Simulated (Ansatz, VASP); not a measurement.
**Two plane-wave programs on TaN**

The input INCAR:

```
SYSTEM = TaN
PREC = Accurate
ENCUT = 700
EDIFF = 1E-7
ISMEAR = 0
SIGMA = 0.1
LREAL = .False.
LASPH = .True.
NELM = 120
ALGO = Normal
ISIF = 3
LWAVE = .False.
LCHARG = .False.
IBRION = 2
NSW = 100
EDIFFG = -0.05
GGA_COMPAT = .False.
NELMIN = 4
```

Contents of KPOINTS:

```
regular mesh
0
Gamma
  8 8 8
  0 0 0
```

POSCAR

```
TaN
1.0
    0.0000000000      2.1950000000      2.1950000000
    2.1950000000      0.0000000000      2.1950000000
    2.1950000000      2.1950000000      0.0000000000
Ta N
1 1
Direct
    0.0000000000      0.0000000000      0.0000000000
    0.5000000000      0.5000000000      0.5000000000
```

Input for Ansatz:

```yaml
crystal:
  lattice:
    - [0.0, 2.195, 2.195]
    - [2.195, 0.0, 2.195]
    - [2.195, 2.195, 0.0]
  atoms:
    - { symbol: Ta, position: [0.0, 0.0, 0.0] }
    - { symbol: "N", position: [0.5, 0.5, 0.5] }
basis:
  ecutwfc: 420
kpoints:
  mp_grid: { grid: [8, 8, 8] }
hamiltonian:
  xc: lda
  pseudopotentials: { kind: paw, azcp: { folder: soft_1 } }
scf:
  occupations: { method: gaussian, width: 0.1 }
output:
  forces: true
  stress: true
  eigenvalues: true
relax:
  adjacent_minimum: "off"
  f_tol: 0.05
  max_steps: 80
  cell: { stress_tol: 0.5 }
```

Alike in both runs: task relaxation of cell and atoms; functional LDA; k mesh 8 × 8 × 8; occupations gaussian, width 0.1 eV; no spin polarisation.

|  | VASP | Ansatz |
| --- | --- | --- |
| version | VASP 6.6.1 | Ansatz 0.2.0 |
| potentials or method | VASP PAW LDA potentials, release 64 (Ta_sv_GW, N), cutoff 700 eV | scalar-relativistic, plane waves, PAW |
| valence electrons in the cell | 18 | 18 |

```csv
,VASP,Ansatz,Ansatz less VASP
"gap on the k mesh at the Fermi level, each at its own relaxed structure (eV)",none,none,-
relaxed volume (Å³/atom),10.32,10.29,-0.032
relaxed length of the cell vector where the two differ most in proportion (Å),3.079,3.076,-0.0032
```

Ansatz warns that its potentials were made for another functional, while VASP's fit it. LDA's correlation is that of Perdew and Zunger in VASP and of Perdew and Wang (1992) in Ansatz. A gap of «none» marks a metal or a gap that the smearing closes.

Spin-orbit coupling is off throughout. Noted on VASP's run: too few bands were computed for a metal, which touches its energy and stress.
